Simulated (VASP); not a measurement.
Here is a VASP 6.6.1 calculation.

INCAR

```
PREC = Accurate
ENCUT = 520
EDIFF = 1E-6
ISMEAR = 0
SIGMA = 0.05
LREAL = F
LASPH = T
NELM = 100
ALGO = Normal
ISIF = 2
LWAVE = F
LCHARG = T
GGA = PE
LELF = T
LVHAR = T
NBANDS = 12
```

The input KPOINTS:

```
regular mesh
0
Gamma
  8 8 8
```

POSCAR

```
LiCl
1.0
    0.1333227331      2.6331239778      2.6331239778
    2.6331239778      0.1333227331      2.6331239778
    2.6331239778      2.6331239778      0.1333227331
Li Cl
1 1
Direct
    0.0000000000      0.0000000000      0.0000000000
    0.5000000000      0.5000000000      0.5000000000
```

Potentials or basis: VASP PAW PBE potentials, release 64 (Li_sv, Cl).

The run is started by

```bash
$ cat potpaw_PBE.64/Li_sv/POTCAR potpaw_PBE.64/Cl/POTCAR > POTCAR
$ mpirun -np 1 vasp_std > vasp.out
```

Task: What does it give for the band gap on the k mesh?

Result: 6.11 eV, direct.

 A k mesh can miss the band edges.
